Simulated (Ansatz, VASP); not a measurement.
# Two plane-wave programs on TaN

The input INCAR:

```
PREC = Accurate ; ENCUT = 520
EDIFF = 1E-7 ; ISMEAR = 0
SIGMA = 0.05 ; LREAL = F
LASPH = T ; NELM = 150
ALGO = Normal ; ISIF = 2
LWAVE = F ; LCHARG = T
ISPIN = 2 ; MAGMOM = 0 0 0 0 0 0
LORBIT = 11 ; LMAXMIX = 4
LDAU = T ; LDAUTYPE = 1
LDAUL = 2 -1 ; LDAUU = 2 0
LDAUJ = 0.9 0 ; LDAUPRINT = 1
GGA = PS ; LELF = T
LVHAR = T ; NBANDS = 37
```

The input KPOINTS:

```
regular mesh
0
Gamma
  4 4 6
```

File POSCAR:

```
TaN
1.0
    5.1960001500      0.0000000000      0.0000000000
   -2.5980000800      4.4998681300      0.0000000000
    0.0000000000      0.0000000000      2.9109996000
Ta N
3 3
Direct
    0.3333333333      0.6666666667      0.5000000000
    0.6666666667      0.3333333333      0.5000000000
    0.0000000000      0.0000000000      0.0000000000
    0.3928500000      0.0000000000      0.0000000000
    0.6071500000      0.6071500000      0.0000000000
    0.0000000000      0.3928500000      0.0000000000
```

Input for Ansatz:

```yaml
crystal:
  lattice:
    - [5.19600015, 0.0, 0.0]
    - [-2.59800008, 4.49986813, 0.0]
    - [0.0, 0.0, 2.9109996]
  atoms:
    - { symbol: Ta, position: [0.3333333333, 0.6666666667, 0.5], spin: 2.0 }
    - { symbol: Ta, position: [0.6666666667, 0.3333333333, 0.5], spin: -0.8 }
    - { symbol: Ta, position: [0.0, 0.0, 0.0], spin: 2.0 }
    - { symbol: "N", position: [0.39285, 0.0, 0.0] }
    - { symbol: "N", position: [0.60715, 0.60715, 0.0] }
    - { symbol: "N", position: [0.0, 0.39285, 0.0] }
basis:
  ecutwfc: 420
  ecutrho_ratio: 4
kpoints:
  mp_grid: { grid: [4, 4, 6] }
hamiltonian:
  xc: pbesol
  hubbard:
    sites:
      - { site: 0, l: d, u: 2.0, j: 0.9 }
      - { site: 1, l: d, u: 2.0, j: 0.9 }
      - { site: 2, l: d, u: 2.0, j: 0.9 }
scf:
  occupations: { method: gaussian, width: 0.05 }
  lower_state_search: "off"
  max_iter: 150
output:
  forces: true
  stress: true
  eigenvalues: true
  populations: true
  hubbard: { sites: [{ site: 0, l: d }, { site: 1, l: d }, { site: 2, l: d }] }
magnetization:
  spin_polarized: true
  spin_locking: { lock_spins: true, n_iters: 12 }
```

Alike in both runs: task single point; functional PBEsol; k mesh 4 × 4 × 6; occupations gaussian, width 0.05 eV; collinear spin; Hubbard terms Ta d U = 2.0 eV, J = 0.9 eV.

|  | VASP | Ansatz |
| --- | --- | --- |
| version | VASP 6.6.1 | Ansatz 0.2.0 |
| potentials or method | VASP PAW PBE potentials, release 64 (Ta_pv, N), cutoff 520 eV | scalar-relativistic, plane waves, PAW |
| valence electrons in the cell | 48 | 54 |

|  | VASP | Ansatz | Ansatz less VASP |
| --- | --- | --- | --- |
| gap on the k mesh at the Fermi level (eV) | none | none | - |
| pressure (GPa) | 0.4 | -2.8 | -3.20 |
| traceless stress, the component that is largest in VASP (GPa) | -0.28 | -0.41 | -0.127 |
| rms of the force components (eV/Å) | 0.032 | 0.006 | -0.0265 |

VASP's potentials were made for PBE, not for PBEsol. The programs project onto different local orbitals, so the same U acts differently, and such runs can settle in different states. Atom by atom the forces differ by 0.038 eV/Å (rms over components). A gap of «none» marks a metal or a gap that the smearing closes. VASP's potentials hold 48 valence electrons a cell and Ansatz's 54, so a difference there can come from the potentials and not from the codes. Ansatz's warnings: filled band counts differ across k points, seeded moment not kept, stress scf threshold loose.

Neither program's run includes spin-orbit coupling.
